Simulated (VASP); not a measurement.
Runs of VASP 6.6.1 on MgS. The structure is cubic, space group F-43m (No. 216). Conventional cell: a = 5.662 Å, b = 5.662 Å, c = 5.662 Å, α = 90.00°, β = 90.00°, γ = 90.00°. Within 3.2 Å of Mg (site symmetry -43m) lie 4 S at 2.45 Å. Within 3.2 Å of S (site symmetry -43m) lie 4 Mg at 2.45 Å. 

```tsv
k mesh	smearing	gap on the mesh (eV)	pressure (GPa)
6 × 6 × 6	gaussian 0.01 eV	3.30	-0.4
3 × 3 × 3	gaussian 0.01 eV	3.27	(a)
6 × 6 × 6	methfessel-paxton 0.001 eV	3.30	-0.4
6 × 6 × 6, shifted	gaussian 0.01 eV	3.67	-0.4
6 × 6 × 6	fermi-dirac 0.001 eV	3.30	-0.4
6 × 6 × 6	gaussian 0.5 eV	3.30	-0.4
6 × 6 × 6	methfessel-paxton 0.05 eV	3.30	-0.4
```

Alike in all rows: task single point; level PBEsol; potentials or basis VASP PAW PBE potentials, release 64 (Mg, S); no spin polarisation; cell as given; cutoff (eV) 600.

Estimate the missing entries.

(a) 0.1.

Caveats: some runs use coarse meshes; the PAW data sets were made with another functional, which shifts forces and pressure a little; a shifted mesh leaves out Γ, where band edges can lie (at least some runs).

A k mesh can miss the band edges.
